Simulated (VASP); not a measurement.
# YTl (Pm-3m) in VASP: a series of runs

YTl is run at these levels: LDA; tasks: relaxation of cell and atoms.

All numbers are computed with VASP 6.6.1; they aren't measurements. Logs are shortened: lines on timing, memory, paths and dates and some standing lists are left out, and cuts for length are marked.

**1. The cell of the first run**

It takes space group Pm-3m (No. 221, cubic). The conventional cell has a = 3.751 Å, b = 3.751 Å, c = 3.751 Å, α = 90.00°, β = 90.00°, γ = 90.00°. Y (site symmetry m-3m) has 8 Tl at 3.25 Å and 6 Y at 3.75 Å within 4.3 Å. Tl (site symmetry m-3m) has 8 Y at 3.25 Å and 6 Tl at 3.75 Å within 4.3 Å.

**2. Relaxation of cell and atoms, LDA, target pressure 6 GPa, at which the enthalpy is minimised**

INCAR

```
ALGO = Normal
EDIFF = 1E-7
EDIFFG = -0.01
ENCUT = 600
IBRION = 2
ISIF = 3
ISMEAR = -1
LASPH = T
LCHARG = F
LREAL = F
LWAVE = F
NELM = 80
NSW = 80
PREC = Accurate
PSTRESS = 60.0
SIGMA = 0.1
```

KPOINTS

```
k-points
0
Gamma
  9 9 9
```

POSCAR

```
YTl
1.0
    3.7510000000      0.0000000000      0.0000000000
    0.0000000000      3.7510000000      0.0000000000
    0.0000000000      0.0000000000      3.7510000000
Y Tl
1 1
Direct
    0.5000000000      0.5000000000      0.5000000000
    0.0000000000      0.0000000000      0.0000000000
```

Potentials or basis: VASP PAW LDA potentials, release 64 (Y_sv, Tl_d).

Started as:

```sh
> cat potpaw_LDA.64/Y_sv/POTCAR potpaw_LDA.64/Tl_d/POTCAR > POTCAR
> mpirun -np 1 vasp_std > vasp.out
```

OUTCAR:

```text
EDIFF = 1E-7
   EDIFFG = -0.01
   ENCUT = 600
   IBRION = 2
   ISIF = 3
   ISMEAR = -1
   LASPH = T
   LREAL = F
   NELM = 80
   NSW = 80
   PREC = Accurate
   PSTRESS = 60.0

 ion  position               nearest neighbor table
   1  0.500  0.500  0.500-   2 3.25   2 3.25   2 3.25   2 3.25   2 3.25   2 3.25   2 3.25   2 3.25

   2  0.000  0.000  0.000-   1 3.25   1 3.25   1 3.25   1 3.25   1 3.25   1 3.25   1 3.25   1 3.25

  LATTYP: Found a simple cubic cell.
 ALAT       =     3.7510000000

  Lattice vectors:

 A1 = (   3.7510000000,   0.0000000000,   0.0000000000)
 A2 = (   0.0000000000,   3.7510000000,   0.0000000000)
 A3 = (   0.0000000000,   0.0000000000,   3.7510000000)

Analysis of symmetry for initial positions (statically):
=====================================================================
 Subroutine PRICEL returns:
 Original cell was already a primitive cell.

 Routine SETGRP: Setting up the symmetry group for a
 simple cubic supercell.

 Subroutine GETGRP returns: Found 48 space group operations
 (whereof 48 operations were pure point group operations)
 out of a pool of 48 trial point group operations.

The static configuration has the point symmetry O_h .

Analysis of symmetry for dynamics (positions and initial velocities):
=====================================================================
 Subroutine PRICEL returns:
 Original cell was already a primitive cell.

 Routine SETGRP: Setting up the symmetry group for a
 simple cubic supercell.

 Subroutine GETGRP returns: Found 48 space group operations
 (whereof 48 operations were pure point group operations)
 out of a pool of 48 trial point group operations.

The dynamic configuration has the point symmetry O_h .

 Subroutine INISYM returns: Found 48 space group operations
 (whereof 48 operations are pure point group operations),
 and found     1 'primitive' translations

----------------------------------------------------------------------------------------

                                     Primitive cell

  volume of cell :      52.7766

  direct lattice vectors                    reciprocal lattice vectors
     3.751000000  0.000000000  0.000000000     0.266595575  0.000000000  0.000000000
     0.000000000  3.751000000  0.000000000     0.000000000  0.266595575  0.000000000
[... 90 lines left out ...]
   NFREE  =      1    steps in history (QN), initial steepest desc. (CG)
   ISIF   =      3    stress and relaxation
   ISYM   =      2    0-nonsym 1-usesym 2-fastsym
   POTIM  = 0.5000    time-step for ionic-motion
   TEBEG  =    0.0;   TEEND  =   0.0 temperature during run
   PSTRESS=   60.0 pullay stress
   NELECT =      24.0000    total number of electrons
   NUPDOWN=      -1.0000    fix difference up-down
   EMIN   =  10.00;   EMAX   =-10.00  energy-range for DOS
   EFERMI =   0.00;   METHOD = LEGACY
   ISMEAR =    -1;   SIGMA  =   0.10  broadening in eV -4-tet -1-fermi 0-gaus
   EFERMI_NEDOS =   21; number of points for ismear=-14 and -15
   IALGO  =     38    algorithm
   IMIX   =      4    mixing-type and parameters
     AMIX     =   0.40;   BMIX     =  1.00
     AMIX_MAG =   1.60;   BMIX_MAG =  1.00
  volume/ion in A,a.u.               =      26.39       178.08
  Fermi-wavevector in a.u.,A,eV,Ry     =   1.258920  2.379014 21.563600  1.584880
  Thomas-Fermi vector in A             =   2.392506
   LORBIT       =      0    0 simple, 1 ext, 2 COOP (PROOUT), +10 PAW based schemes
   GGA     = CA    functional components
   LHFCALC =     F    Hartree Fock is set to
   AEXX    =    0.0000 exact exchange contribution
   IVDW    =     0    specifies the selected vdW correction
   LEPSILON=     F    determine dielectric tensor
   LRPA    =     F    only Hartree local field effects (RPA)
 conjugate gradient relaxation of ions
 non-spin polarized calculation
  energy-cutoff  :      600.00
  volume of cell :       52.78
 maximum number of plane-waves:      1791
 NGX is ok and might be reduce to    30
   NGX = 15   NGY = 15   NGZ = 15

--------------------------------------- Ionic step        1  -------------------------------------------

 number of electron      24.0000004 magnetization

 Free energy of the ion-electron system (eV)
  ---------------------------------------------------
  ext. energy  EPLUGINS =         0.00000000
  ---------------------------------------------------
  free energy    TOTEN  =       -10.90441547 eV

  energy without entropy =      -10.85938434  energy(sigma->0) =      -10.88189991

------------------------ aborting loop because EDIFF is reached ----------------------------------------

  FORCE on cell =-STRESS in cart. coord.  units (eV):
  Direction    XX          YY          ZZ          XY          YZ          ZX
  --------------------------------------------------------------------------------------
  -------------------------------------------------------------------------------------
  Total       -0.8968370     -0.8968370     -0.8968370      0.0000000     -0.0000000      0.0000000
  in kB      -27.2259414    -27.2259414    -27.2259414      0.0000000     -0.0000000      0.0000000
  external PRESSURE =     -87.2259414 kB  Pullay stress =      60.0000000 kB
[... 101 lines left out ...]
--------------------------------------- Ionic step        4  -------------------------------------------

 number of electron      24.0000005 magnetization

 Free energy of the ion-electron system (eV)
  ---------------------------------------------------
  ext. energy  EPLUGINS =         0.00000000
  ---------------------------------------------------
  free energy    TOTEN  =       -10.86101440 eV

  energy without entropy =      -10.82475175  energy(sigma->0) =      -10.84288308

 E-fermi :   6.9574     XC(G=0): -11.3007

 val. band max:        6.9446197846   @ k =   0.4444   0.1111   0.0000
 cond. band min:       6.9589301696   @ k =   0.4444   0.1111   0.1111
 fundamental gap:      0.0143103850
 Fermi energy:         6.9573928068

 k-point     1 :       0.0000    0.0000    0.0000
  band No.  band energies     occupation
      1     -35.4832      2.00000
      2     -15.5333      2.00000
      3     -15.5333      2.00000
      4     -15.5333      2.00000
      5      -5.0507      2.00000
      6      -5.0507      2.00000
[... 433 lines left out ...]
      3     -15.7446      2.00000
      4     -15.5212      2.00000
      5      -4.9605      2.00000
      6      -4.8338      2.00000
[... 8 lines left out ...]
     15       9.7436      0.00000
     16      11.3430      0.00000

 [... further k-points ...]

------------------------ aborting loop because EDIFF is reached ----------------------------------------

  FORCE on cell =-STRESS in cart. coord.  units (eV):
  Direction    XX          YY          ZZ          XY          YZ          ZX
  --------------------------------------------------------------------------------------
  -------------------------------------------------------------------------------------
  Total        1.7683924      1.7683924      1.7683924      0.0000000      0.0000000     -0.0000000
  in kB       60.3997082     60.3997082     60.3997082      0.0000000      0.0000000     -0.0000000
  external PRESSURE =       0.3997082 kB  Pullay stress =      60.0000000 kB
[... 21 lines left out ...]
  energy  without entropy=      -10.8247517503  energy(sigma->0) =      -10.84288308

  enthalpy is  TOTEN    =        -9.1043247548 eV   P V=        1.7566896462

 reached required accuracy - stopping structural energy minimisation
```

OSZICAR:

```text
N       E                     dE             d eps       ncg     rms          rms(c)
DAV:   1     0.112672007322E+03    0.11267E+03   -0.14162E+04  1136   0.159E+03
DAV:   2    -0.700825175722E+01   -0.11968E+03   -0.11857E+03  1400   0.321E+02
[... 38 lines left out ...]
       N       E                     dE             d eps       ncg     rms          rms(c)
DAV:   1    -0.108622469837E+02    0.28638E-02   -0.24080E-02  1184   0.135E+00    0.245E-01
DAV:   2    -0.108612216947E+02    0.10253E-02   -0.31125E-03  1296   0.454E-01    0.974E-02
DAV:   3    -0.108609947527E+02    0.22694E-03   -0.86409E-04  1792   0.216E-01    0.635E-02
DAV:   4    -0.108610029247E+02   -0.81720E-05   -0.41914E-05  1768   0.325E-02    0.458E-02
DAV:   5    -0.108610143174E+02   -0.11393E-04   -0.30881E-05  1792   0.192E-02    0.872E-03
DAV:   6    -0.108610144010E+02   -0.83589E-07   -0.40733E-07  1152   0.500E-03
   4 F= -.91043248E+01 E0= -.90861934E+01  d E =-.176341E+00
```

CONTCAR:

```text
YTl
   1.00000000000000
     3.6064904889574936   -0.0000000000000000    0.0000000000000000
     0.0000000000000000    3.6064904889574936   -0.0000000000000000
    -0.0000000000000000   -0.0000000000000000    3.6064904889574936
  Y               Tl
     1     1
Direct
     0.5000000000000000    0.5000000000000000    0.5000000000000000
     0.0000000000000000    0.0000000000000000    0.0000000000000000

  0.00000000E+00  0.00000000E+00  0.00000000E+00
  0.00000000E+00  0.00000000E+00  0.00000000E+00
```

Wall time 41 s (1 thread of Intel Xeon 6975P-C (Granite Rapids), shared host); peak memory 0.2 GiB.

What came out:

```yaml
Free_energy: -10.8610 eV
Relaxed_volume: 23.45 Å³/atom
Relaxed_cell: a = 3.606 Å, b = 3.606 Å, c = 3.606 Å, α = 90.00°, β = 90.00°, γ = 90.00°
Space_group_after_relaxing_to_0.1_Å: Pm-3m (No. 221)
Energy_change_on_relaxing_the_run_minimises_the_enthalpy: +21.7 meV/atom
Ionic_steps: 4
Pressure_after_relaxing: 6.0 GPa
Band_gap_on_the_k_mesh: zero (bands 12 and 13 overlap by 2.03 eV)
```

Step by step:
| step | energy change (eV) | largest force (eV/Å) | pressure (GPa) | volume (Å³) |
| --- | --- | --- | --- | --- |
| 1 | 0.0000 | 0.0000 | -2.72 | 52.78 |
| 2 | 0.3536 | 0.0000 | 17.71 | 42.55 |
| 3 | 0.0393 | 0.0000 | 5.81 | 47.02 |
| 4 | 0.0434 | 0.0000 | 6.04 | 46.91 |

Final structure:
```yaml
crystal:
  lattice:
    - [3.60649, 0.00000, 0.00000]
    - [0.00000, 3.60649, 0.00000]
    - [0.00000, 0.00000, 3.60649]
  atoms:
    - { symbol: Y, position: [0.50000, 0.50000, 0.50000] }
    - { symbol: Tl, position: [0.00000, 0.00000, 0.00000] }
```

Levels at points of the mesh, in eV from the Fermi level:
```tsv
k point	band 10	band 11	band 12	band 13	band 14	band 15
(0.00, 0.00, 0.00)	-9.62	-0.17	-0.17	3.48	3.48	3.48
```

Caveat: the cell is relaxed towards a set pressure, so the run minimises the enthalpy, not the energy; spin-orbit coupling is left out, which moves the levels of the heavy elements. Zero-point motion and thermal expansion aren't in these numbers.

**3. Relaxation of cell and atoms, LDA, target pressure 8 GPa, at which the enthalpy is minimised**

INCAR

```
PREC = Accurate ; ENCUT = 600
EDIFF = 1E-6 ; ISMEAR = -1
SIGMA = 0.1 ; LREAL = F
LASPH = T ; NELM = 100
ALGO = Normal ; ISIF = 3
LWAVE = F ; LCHARG = F
IBRION = 2 ; NSW = 80
EDIFFG = -0.01 ; PSTRESS = 80.0
```

KPOINTS

```
regular mesh
0
Gamma
  9 9 9
```

POSCAR is that of step 2.

Potentials or basis: VASP PAW LDA potentials, release 64 (Y_sv, Tl_d).

Started as:

```sh
> cat potpaw_LDA.64/Y_sv/POTCAR potpaw_LDA.64/Tl_d/POTCAR > POTCAR
> mpirun -np 1 vasp_std > vasp.out
```

Run time: 50 s. Hardware: 1 thread of Intel Xeon 6975P-C (Granite Rapids), shared host; peak memory 0.19 GiB.

Results (log left out):

```yaml
Free_energy: -10.8224 eV
Relaxed_volume: 23.01 Å³/atom
Relaxed_cell: a = 3.584 Å, b = 3.584 Å, c = 3.584 Å, α = 90.00°, β = 90.00°, γ = 90.00°
Space_group_after_relaxing_to_0.1_Å: Pm-3m (No. 221)
Energy_change_on_relaxing_the_run_minimises_the_enthalpy: +41.0 meV/atom
Ionic_steps: 4
Pressure_after_relaxing: 7.9 GPa
Band_gap_on_the_k_mesh: zero (bands 12 and 13 overlap by 2.04 eV)
```

The path:
```csv
step,energy change (eV),largest force (eV/Å),pressure (GPa),volume (Å³)
1,0.0000,0.0000,-2.72,52.78
2,0.6439,0.0000,26.00,40.40
3,0.0752,0.0000,7.62,46.16
4,0.0820,0.0000,7.95,46.02
```

Final structure:
```xyz
2
Lattice="3.5837 0.0000 0.0000 0.0000 3.5837 0.0000 0.0000 0.0000 3.5837" Properties=species:S:1:pos:R:3 pbc="T T T"
Y     1.7918    1.7918    1.7918
Tl    0.0000    0.0000    0.0000
```

Levels at points of the mesh, in eV from the Fermi level:
| k point | band 10 | band 11 | band 12 | band 13 | band 14 | band 15 |
| --- | --- | --- | --- | --- | --- | --- |
| (0.00, 0.00, 0.00) | -9.71 | -0.17 | -0.17 | 3.56 | 3.56 | 3.56 |

Caveat: the cell is relaxed towards a set pressure, so the run minimises the enthalpy, not the energy; spin-orbit coupling is left out, which moves the levels of the heavy elements. LDA usually gives volumes a few per cent too small.
